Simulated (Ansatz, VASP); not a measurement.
AlN in VASP and in Ansatz

The input INCAR:

```
ALGO = Normal
EDIFF = 1E-7
ENCUT = 520
GGA = PE
ISIF = 2
ISMEAR = 0
LASPH = True
LCHARG = True
LELF = True
LREAL = False
LVHAR = True
LWAVE = False
NBANDS = 26
NELM = 100
PREC = Accurate
SIGMA = 0.05
```

KPOINTS

```
k-points
0
Gamma
  8 6 4
```

File POSCAR:

```
AlN
1.0
   -1.6567491617      2.8695737234      0.0000000000
    0.0000000000      0.0000000000      4.1874629526
    4.9702474850      2.8695737234      0.0000000000
Al N
4 4
Direct
    0.4253125309      0.7500000000      0.0657182927
    0.0000000000      0.7500000000      0.6666666667
    0.0000000000      0.2500000000      0.3333333333
    0.5000000000      0.2500000000      0.8333333333
    0.5000000000      0.2500000000      0.1666666667
    0.0000000000      0.2500000000      0.6666666667
    0.0000000000      0.7500000000      0.3333333333
    0.5000000000      0.7500000000      0.8333333333
```

Input for Ansatz:

```yaml
crystal:
  lattice:
    - [-1.6567491617, 2.8695737234, 0.0]
    - [0.0, 0.0, 4.1874629526]
    - [4.970247485, 2.8695737234, 0.0]
  atoms:
    - { symbol: Al, position: [0.4253125309, 0.75, 0.0657182927] }
    - { symbol: Al, position: [0.0, 0.75, 0.6666666667] }
    - { symbol: Al, position: [0.0, 0.25, 0.3333333333] }
    - { symbol: Al, position: [0.5, 0.25, 0.8333333333] }
    - { symbol: "N", position: [0.5, 0.25, 0.1666666667] }
    - { symbol: "N", position: [0.0, 0.25, 0.6666666667] }
    - { symbol: "N", position: [0.0, 0.75, 0.3333333333] }
    - { symbol: "N", position: [0.5, 0.75, 0.8333333333] }
basis:
  ecutwfc: 420
kpoints:
  mp_grid: { grid: [8, 6, 4] }
hamiltonian:
  xc: pbe
  pseudopotentials: { kind: paw, azcp: { folder: soft_1 } }
scf:
  occupations: { method: gaussian, width: 0.05 }
output:
  forces: true
  stress: true
  eigenvalues: true
```

Alike in both runs: task single point; functional PBE; k mesh 8 × 6 × 4; occupations gaussian, width 0.05 eV; no spin polarisation.

```csv
,VASP,Ansatz
version,VASP 6.6.1,Ansatz 0.2.0
potentials or method,"VASP PAW PBE potentials, release 64 (Al, N), cutoff 520 eV","scalar-relativistic, plane waves, PAW"
valence electrons in the cell,32,32
```

```tsv
	VASP	Ansatz	Ansatz less VASP
gap on the k mesh at the Fermi level (eV)	1.40	1.39	-0.009
least direct gap on the mesh (eV)	1.46	1.45	-0.009
pressure (GPa)	24.4	24.7	+0.35
traceless stress, the component that is largest in VASP (GPa)	39.34	39.74	+0.400
rms of the force components (eV/Å)	9.253	9.330	+0.0771
```

Atom by atom the forces differ by 0.078 eV/Å (rms over components). The functional is the same, so the differences come from potentials, cutoffs and numerics.
